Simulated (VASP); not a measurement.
# NbC2 (P6/mmm) in VASP: notebook, part 3 of 3

VASP 6.6.1. The steps go on from the part before.

## 7. Relaxation of cell and atoms, PBE

INCAR reads:

```
PREC = Accurate
ENCUT = 600
EDIFF = 1E-7
ISMEAR = 0
SIGMA = 0.1
LREAL = F
LASPH = T
NELM = 80
ALGO = Normal
ISIF = 3
LWAVE = F
LCHARG = F
GGA = PE
IBRION = 2
NSW = 100
EDIFFG = -0.01
```

KPOINTS reads:

```
regular mesh
0
Gamma
  18 18 16
```

POSCAR reads:

```
NbC2
1.0
    3.2108181477      0.0000000000      0.0000000000
   -1.6054090738      2.7806500828      0.0000000000
    0.0000000000      0.0000000000      3.0663292664
Nb C
1 2
Direct
    0.0000000000      0.0000000000      0.0000000000
    0.3333333333      0.6666666667      0.5000000000
    0.6666666667      0.3333333333      0.5000000000
```

Potentials or basis: VASP PAW PBE potentials, release 64 (Nb_sv, C).

Run with:

```console
$ cat potpaw_PBE.64/Nb_sv/POTCAR potpaw_PBE.64/C/POTCAR > POTCAR
$ mpirun -np 1 vasp_std > vasp.out
```

OUTCAR:

```text
PREC = Accurate
   ENCUT = 600
   EDIFF = 1E-7
   ISMEAR = 0
   LREAL = F
   LASPH = T
   NELM = 80
   ISIF = 3
   GGA = PE
   IBRION = 2
   NSW = 100
   EDIFFG = -0.01

 ion  position               nearest neighbor table
   1  0.000  0.000  0.000-   2 2.41   3 2.41   2 2.41   3 2.41   2 2.41   2 2.41   3 2.41   3 2.41
                             3 2.41   3 2.41   2 2.41   2 2.41
   2  0.333  0.667  0.500-   3 1.85   3 1.85   3 1.85   1 2.41   1 2.41   1 2.41   1 2.41   1 2.41
                             1 2.41
   3  0.667  0.333  0.500-   2 1.85   2 1.85   2 1.85   1 2.41   1 2.41   1 2.41   1 2.41   1 2.41
                             1 2.41

  LATTYP: Found a hexagonal cell.
 ALAT       =     3.2108181477
 C/A-ratio  =     0.9549993570

  Lattice vectors:

 A1 = (   3.2108181477,   0.0000000000,   0.0000000000)
 A2 = (  -1.6054090738,   2.7806500828,   0.0000000000)
 A3 = (   0.0000000000,   0.0000000000,   3.0663292664)

Analysis of symmetry for initial positions (statically):
=====================================================================
 Subroutine PRICEL returns:
 Original cell was already a primitive cell.

 Routine SETGRP: Setting up the symmetry group for a
 hexagonal supercell.

 Subroutine GETGRP returns: Found 24 space group operations
 (whereof 24 operations were pure point group operations)
 out of a pool of 24 trial point group operations.

The static configuration has the point symmetry D_6h.

Analysis of symmetry for dynamics (positions and initial velocities):
=====================================================================
 Subroutine PRICEL returns:
 Original cell was already a primitive cell.

 Routine SETGRP: Setting up the symmetry group for a
 hexagonal supercell.

 Subroutine GETGRP returns: Found 24 space group operations
 (whereof 24 operations were pure point group operations)
 out of a pool of 24 trial point group operations.

The dynamic configuration has the point symmetry D_6h.

 Subroutine INISYM returns: Found 24 space group operations
 (whereof 24 operations are pure point group operations),
 and found     1 'primitive' translations

----------------------------------------------------------------------------------------

                                     Primitive cell

  volume of cell :      27.3767

  direct lattice vectors                    reciprocal lattice vectors
     3.210818148  0.000000000  0.000000000     0.311447100  0.179814067  0.000000000
    -1.605409074  2.780650083  0.000000000     0.000000000  0.359628134  0.000000000
     0.000000000  0.000000000  3.066329266     0.000000000  0.000000000  0.326122837

  length of vectors
     3.210818148  3.210818148  3.066329266     0.359628134  0.359628134  0.326122837

  position of ions in fractional coordinates (direct lattice)
     0.000000000  0.000000000  0.000000000
     0.333333333  0.666666667  0.500000000
     0.666666667  0.333333333  0.500000000

  ion indices of the primitive-cell ions
   primitive index   ion index
                 1           1
                 2           2
                 3           3

----------------------------------------------------------------------------------------

 KPOINTS: regular mesh

Automatic generation of k-mesh.
[... 61 lines left out ...]
   LNONCOLLINEAR =      F non collinear calculations
   LSORBIT =      F    spin-orbit coupling
   LASPH  =      T    aspherical Exc in radial PAW
   ENCUT  =  600.0 eV  44.10 Ry    6.64 a.u.   6.41  6.41  6.12*2*pi/ulx,y,z
   NELM   =     80;   NELMIN=  2; NELMDL= -5     # of ELM steps
   EDIFF  = 0.1E-06   stopping-criterion for ELM
   LREAL  =      F    real-space projection
   EDIFFG = -.1E-01   stopping-criterion for IOM
   NSW    =    100    number of steps for IOM
   IBRION =      2    ionic relax: 0-MD 1-quasi-New 2-CG
   NFREE  =      1    steps in history (QN), initial steepest desc. (CG)
   ISIF   =      3    stress and relaxation
   ISYM   =      2    0-nonsym 1-usesym 2-fastsym
   POTIM  = 0.5000    time-step for ionic-motion
   TEBEG  =    0.0;   TEEND  =   0.0 temperature during run
   PSTRESS=    0.0 pullay stress
   NELECT =      21.0000    total number of electrons
   NUPDOWN=      -1.0000    fix difference up-down
   EMIN   =  10.00;   EMAX   =-10.00  energy-range for DOS
   EFERMI =   0.00;   METHOD = LEGACY
   ISMEAR =     0;   SIGMA  =   0.10  broadening in eV -4-tet -1-fermi 0-gaus
   EFERMI_NEDOS =   21; number of points for ismear=-14 and -15
   IALGO  =     38    algorithm
   IMIX   =      4    mixing-type and parameters
     AMIX     =   0.40;   BMIX     =  1.00
     AMIX_MAG =   1.60;   BMIX_MAG =  1.00
  volume/ion in A,a.u.               =       9.13        61.58
  Fermi-wavevector in a.u.,A,eV,Ry     =   1.498607  2.831956 30.556261  2.245822
  Thomas-Fermi vector in A             =   2.610344
   LORBIT       =      0    0 simple, 1 ext, 2 COOP (PROOUT), +10 PAW based schemes
   GGA     = PE    functional components
   LHFCALC =     F    Hartree Fock is set to
   AEXX    =    0.0000 exact exchange contribution
   IVDW    =     0    specifies the selected vdW correction
   LEPSILON=     F    determine dielectric tensor
   LRPA    =     F    only Hartree local field effects (RPA)
 conjugate gradient relaxation of ions
 non-spin polarized calculation
 Gauss-broadening in eV      SIGMA  =   0.10
  energy-cutoff  :      600.00
  volume of cell :       27.38
 maximum number of plane-waves:       936
 NGX is ok and might be reduce to    28
   NGX = 13   NGY = 13   NGZ = 13

--------------------------------------- Ionic step        1  -------------------------------------------

 number of electron      20.9999999 magnetization

 Free energy of the ion-electron system (eV)
  ---------------------------------------------------
  ext. energy  EPLUGINS =         0.00000000
  ---------------------------------------------------
  free energy    TOTEN  =       -24.89248189 eV

  energy without entropy =      -24.88437422  energy(sigma->0) =      -24.88842805

------------------------ aborting loop because EDIFF is reached ----------------------------------------

  FORCE on cell =-STRESS in cart. coord.  units (eV):
  Direction    XX          YY          ZZ          XY          YZ          ZX
  --------------------------------------------------------------------------------------
  -------------------------------------------------------------------------------------
  Total       -0.5078861     -0.5078861      0.5383762     -0.0000000      0.0000000      0.0000000
  in kB      -29.7232322    -29.7232322     31.5076194     -0.0000000      0.0000000      0.0000000
  external PRESSURE =      -9.3129483 kB  Pullay stress =       0.0000000 kB
[... 172 lines left out ...]
--------------------------------------- Ionic step        6  -------------------------------------------

 number of electron      20.9999999 magnetization

 Free energy of the ion-electron system (eV)
  ---------------------------------------------------
  ext. energy  EPLUGINS =         0.00000000
  ---------------------------------------------------
  free energy    TOTEN  =       -24.90186322 eV

  energy without entropy =      -24.89452773  energy(sigma->0) =      -24.89819547

 E-fermi :  13.5147     XC(G=0): -13.4586

 val. band max:       13.5134800573   @ k =   0.1111   0.1111   0.0625
 cond. band min:      13.5234279454   @ k =   0.2778   0.0556   0.0625
 fundamental gap:      0.0099478881
 Fermi energy:        13.5147460350

 k-point     1 :       0.0000    0.0000    0.0000
  band No.  band energies     occupation
      1     -42.7397      2.00000
      2     -18.6835      2.00000
      3     -18.5695      2.00000
      4     -18.5695      2.00000
      5      -4.2925      2.00000
      6       6.7134      2.00000
      7       6.7134      2.00000
      8       8.8944      2.00000
      9       9.1092      2.00000
     10      10.2458      2.00000
     11      14.5879      0.00000
     12      14.5879      0.00000
     13      14.8859      0.00000
     14      14.8859      0.00000
[... 377 lines left out ...]
      1     -42.6708      2.00000
      2     -19.1768      2.00000
      3     -18.7601      2.00000
      4     -18.5820      2.00000
      5      -0.9362      2.00000
      6       0.6536      2.00000
      7       5.5628      2.00000
      8       7.7667      2.00000
      9       9.1986      2.00000
     10      11.5515      2.00000
     11      13.8230      0.00001
     12      15.0240      0.00000
     13      15.3643      0.00000
     14      16.4112      0.00000

 [... further k-points ...]

------------------------ aborting loop because EDIFF is reached ----------------------------------------

  FORCE on cell =-STRESS in cart. coord.  units (eV):
  Direction    XX          YY          ZZ          XY          YZ          ZX
  --------------------------------------------------------------------------------------
  -------------------------------------------------------------------------------------
  Total        0.0047655      0.0047655     -0.0030617      0.0000000      0.0000000      0.0000000
  in kB        0.2814271      0.2814271     -0.1808093      0.0000000      0.0000000      0.0000000
  external PRESSURE =       0.1273483 kB  Pullay stress =       0.0000000 kB
[... 18 lines left out ...]
  FREE ENERGIE OF THE ION-ELECTRON SYSTEM (eV)
  ---------------------------------------------------
  free  energy   TOTEN  =       -24.9018632216 eV

  energy  without entropy=      -24.8945277272  energy(sigma->0) =      -24.89819547

 reached required accuracy - stopping structural energy minimisation
```

CONTCAR:

```text
NbC2
   1.00000000000000
     3.1747335013969225   -0.0000000000006501    0.0000000000000000
    -1.5873667506495859    2.7493998624166434   -0.0000000000000000
     0.0000000000000000    0.0000000000000000    3.1082154013465182
  Nb              C
     1     2
Direct
     0.0000000000000000    0.0000000000000000    0.0000000000000000
     0.3333333332999970    0.6666666667000030    0.5000000000000000
     0.6666666667000030    0.3333333332999970    0.5000000000000000

  0.00000000E+00  0.00000000E+00  0.00000000E+00
  0.00000000E+00  0.00000000E+00  0.00000000E+00
  0.00000000E+00  0.00000000E+00  0.00000000E+00
```

Wall time 14 min (1 thread of Intel Xeon 8259CL, shared host); peak memory 0.3 GiB.

Results:

```
Free energy                           : -24.9019 eV
Relaxed volume                        : 9.04 Å³/atom
Relaxed cell                          : a = 3.175 Å, b = 3.175 Å, c = 3.108 Å, α = 90.00°, β = 90.00°, γ = 120.00°
Space group after relaxing (to 0.1 Å) : P6/mmm (No. 191)
Energy gained by relaxing             : 3.1 meV/atom
Ionic steps                           : 6
Pressure after relaxing               : 0.0 GPa
```

The path:
| step | energy change (eV) | largest force (eV/Å) | pressure (GPa) | volume (Å³) |
| --- | --- | --- | --- | --- |
| 1 | 0.0000 | 0.0000 | -0.93 | 27.38 |
| 2 | -0.0085 | 0.0000 | 0.12 | 27.16 |
| 3 | -0.0093 | 0.0000 | 0.57 | 27.08 |
| 4 | -0.0093 | 0.0000 | 0.60 | 27.07 |
| 5 | -0.0092 | 0.0000 | -0.73 | 27.20 |
| 6 | -0.0094 | 0.0000 | 0.01 | 27.13 |

Final structure:
```xyz
3
Lattice="3.1747 0.0000 0.0000 -1.5874 2.7494 0.0000 0.0000 0.0000 3.1082" Properties=species:S:1:pos:R:3 pbc="T T T"
Nb    0.0000    0.0000    0.0000
C     0.0000    1.8329    1.5541
C     1.5874    0.9165    1.5541
```

Caveat: the highest band is partly filled, so the run has too few bands.

## 8. The runs side by side

| task | spin | cell | k mesh | cutoff (eV) | gap on the mesh (eV) | pressure (GPa) | relaxed volume (Å³/atom) |
| --- | --- | --- | --- | --- | --- | --- | --- |
| single point | off | a = 3.211, b = 3.211, c = 3.066 Å, angles 90.0, 90.0, 120.0°, 3 atoms | 6 × 6 × 6 | 520 | none | -0.3 | - |
| single point | off | a = 3.968, b = 3.968, c = 2.839 Å, angles 90.0, 90.0, 120.0°, 3 atoms | 6 × 6 × 6 | 520 | none | -37.2 | - |
| single point | collinear | a = 3.211, b = 3.211, c = 3.066 Å, angles 90.0, 90.0, 120.0°, 3 atoms | 6 × 6 × 6 | 520 | none | -0.3 | - |
| relaxation of cell and atoms | off | relaxed from a = 3.968, b = 3.968, c = 2.839 Å, angles 90.0, 90.0, 120.0°, 3 atoms | 6 × 6 × 6 | 600 | none | 0.1 | 9.11 |
| single point | off | a = 3.178, b = 3.178, c = 3.109 Å, angles 90.0, 90.0, 120.0°, 3 atoms | 18 × 18 × 16 | 520 | none | -0.3 | - |
| relaxation of cell and atoms | off | relaxed from a = 3.211, b = 3.211, c = 3.066 Å, angles 90.0, 90.0, 120.0°, 3 atoms | 18 × 18 × 16 | 600 | - | 0.0 | 9.04 |

Alike in all rows: level PBE; potentials or basis VASP PAW PBE potentials, release 64 (Nb_sv, C); smearing gaussian 0.1 eV.

Caveats: some runs use coarse meshes; the volume moved by over 15 % at a fixed basis, so the end points are rough (at least some runs); the highest band is partly filled, so the run has too few bands (at least some runs).

Total energies depend on the potentials used, so only differences within one code and one set of settings carry meaning.
